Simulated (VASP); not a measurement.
I, 2 atoms in the cell. It takes space group Fd-3m (No. 227, cubic). The conventional cell has a = 6.367 Å, b = 6.367 Å, c = 6.367 Å, α = 90.00°, β = 90.00°, γ = 90.00°. I (site symmetry -43m) has 4 I at 2.76 Å within 3.6 Å. 

- Program: VASP 6.6.1
- Task: single point
- Functional: LDA
- Potentials or basis: VASP PAW LDA potentials, release 64 (I)
- Cutoff: 520 eV
- k mesh: 11 × 11 × 11
- Occupations: fermi-dirac, width 0.08 eV
- Spin: no spin polarisation
- Dipole correction: no
- Further INCAR settings: ALGO = Normal; EDIFF = 1e-06; NBANDS = 14

Potentials or basis: VASP PAW LDA potentials, release 64 (I).

The run is started by

```bash
$ cat potpaw_LDA.64/I/POTCAR > POTCAR
$ mpirun -np 1 vasp_std > vasp.out
```

Hardware: 1 thread of Intel(R) Xeon(R) Platinum 8124M CPU @ 3.00GHz (Skylake/Cascade Lake), on a shared host.

Estimate the wall time of this run.

Run time: 25 s on 1 thread of Intel(R) Xeon(R) Platinum 8124M CPU @ 3.00GHz (Skylake/Cascade Lake), on a shared host, peak memory 0.19 GiB. Counts: scf iterations 10, k points 56.
